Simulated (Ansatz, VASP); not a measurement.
HfSi3O8 in VASP and in Ansatz

```
Hf Si O
1.0
     5.29550    0.00000    0.00000
    -2.62698    4.60676    0.00000
    -0.14068   -0.13799    9.10367
Hf Si O
1 3 8
Direct
  0.32128 0.65757 0.93751
  0.67943 0.34416 0.43258
  0.65085 0.31953 0.08077
  0.34929 0.67971 0.54685
  0.62295 0.00978 0.03297
  0.52997 0.51163 0.51205
  0.02809 0.51050 0.46763
  0.95780 0.58199 0.02285
  0.31523 0.68600 0.72370
  0.62612 0.34353 0.25687
  0.53079 0.01111 0.48825
  0.38820 0.34449 0.99798
```

Alike in both runs: functional PBE; k mesh 6 × 6 × 4; occupations gaussian, width 0.02 eV; no spin polarisation.

Ansatz relaxed the structure, and its values are those at the end. VASP's run is a single point on that final structure, the one shown.

|  | VASP | Ansatz |
| --- | --- | --- |
| version | VASP 6.6.1 | Ansatz 0.2.0 |
| potentials or method | VASP PAW PBE potentials, release 64 (Hf_pv, Si, O), cutoff 520 eV | scalar-relativistic, plane waves, PAW |
| valence electrons in the cell | 70 | 86 |

Ansatz gave:

* gap on the k mesh at the Fermi level (eV): 5.02
* least direct gap on the mesh (eV): 5.02
* pressure (GPa): 0.0
* rms of the force components (eV/Å): 0.002

Problem. Which values does VASP return?

Solution. gap on the k mesh at the Fermi level (eV): 5.01; least direct gap on the mesh (eV): 5.01; pressure (GPa): -0.2; rms of the force components (eV/Å): 0.063.

VASP's potentials hold 70 valence electrons a cell and Ansatz's 86, so a difference there can come from the potentials and not from the codes.

Spin-orbit coupling is off throughout.
